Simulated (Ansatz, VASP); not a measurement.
## CsBr in VASP and in Ansatz

The input INCAR:

```
SYSTEM = CsBr
ALGO     = Normal         ! electronic algorithm
EDIFF    = 1E-6           ! SCF threshold, eV
ENCUT    = 500            ! plane-wave cutoff, eV
GGA      = PE             ! functional
GGA_COMPAT= .False.      
ISIF     = 2              ! what is computed and relaxed
ISMEAR   = 0              ! smearing method
LASPH    = .True.         ! aspherical terms in the spheres
LCHARG   = .False.        ! write CHGCAR
LREAL    = .False.        ! projectors in reciprocal space
LWAVE    = .False.        ! write WAVECAR
NBANDS   = 15             ! bands
NELM     = 120            ! most SCF steps
PREC     = Accurate       ! precision mode
SIGMA    = 0.01           ! smearing width, eV
```

KPOINTS

```
k-points
0
Gamma
  4 4 4
  0 0 0
```

POSCAR

```
CsBr
1.0
    4.3193779122      0.0000000000      0.0000000000
    0.0000000000      4.3193779122      0.0000000000
    0.0000000000      0.0000000000      4.3193779122
Cs Br
1 1
Direct
    0.0000000000      0.0000000000      0.0000000000
    0.5000000000      0.5000000000      0.5000000000
```

Input for Ansatz:

```yaml
crystal:
  lattice:
    - [4.3193779122, 0.0, 0.0]
    - [0.0, 4.3193779122, 0.0]
    - [0.0, 0.0, 4.3193779122]
  atoms:
    - { symbol: Cs, position: [0.0, 0.0, 0.0] }
    - { symbol: Br, position: [0.5, 0.5, 0.5] }
kpoints:
  mp_grid: { grid: [4, 4, 4] }
hamiltonian:
  xc: pbe
scf:
  occupations: { method: fixed }
output:
  optics:
    e_range: [0, 19]
    de: 0.05
    sigma: 0.1
    bands: { spectra_wanted_up_to: 19 }
  write_density: true
  write_potential: true
  elf: true
  volumetric_format: npy
```

Alike in both runs: task single point; functional PBE; k mesh 4 × 4 × 4; no spin polarisation.

|  | VASP | Ansatz |
| --- | --- | --- |
| version | VASP 6.6.1 | Ansatz 0.2.0 |
| potentials or method | VASP PAW PBE potentials, release 64 (Cs_sv, Br) | plane waves, PAW |
| plane-wave cutoff (eV) | 500 | 420 |
| occupations | gaussian, width 0.01 eV | fixed |
| valence electrons in the cell | 16 | 16 |

Ansatz gave:

```
gap on the k mesh at the Fermi level (eV) : 4.44
```

**Question.** Estimate VASP's values.

**Answer.** gap on the k mesh at the Fermi level (eV): 4.42.

Spin-orbit coupling is off throughout.
